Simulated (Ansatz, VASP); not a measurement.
# Si2Mo in VASP and in Ansatz

```
Mo Si
1.0
     1.80551    3.12723    0.00000
    -1.80551    3.12723    0.00000
     0.00000    0.00000    3.92414
Mo Si
1 2
Direct
  0.00000 0.00000 0.00000
  0.33330 0.33340 0.50000
  0.66660 0.66670 0.50000
```

Alike in both runs: task single point; functional PBE; k mesh 10 × 10 × 8; non-collinear spin, spin-orbit coupling.

```csv
,VASP,Ansatz
version,VASP 6.6.1,Ansatz 0.2.0
potentials or method,"VASP PAW PBE potentials, release 64 (Mo_sv, Si), cutoff 520 eV",PAW plane waves
occupations,"fermi-dirac, width 0.1 eV",fermi-dirac
valence electrons in the cell,22,22
```

|  | VASP | Ansatz | Ansatz less VASP |
| --- | --- | --- | --- |
| pressure (GPa) | 14.3 | 14.4 | +0.08 |
| traceless stress, the component that is largest in VASP (GPa) | -28.60 | -28.81 | -0.205 |

Ansatz's warnings: structure snapped to symmetry.
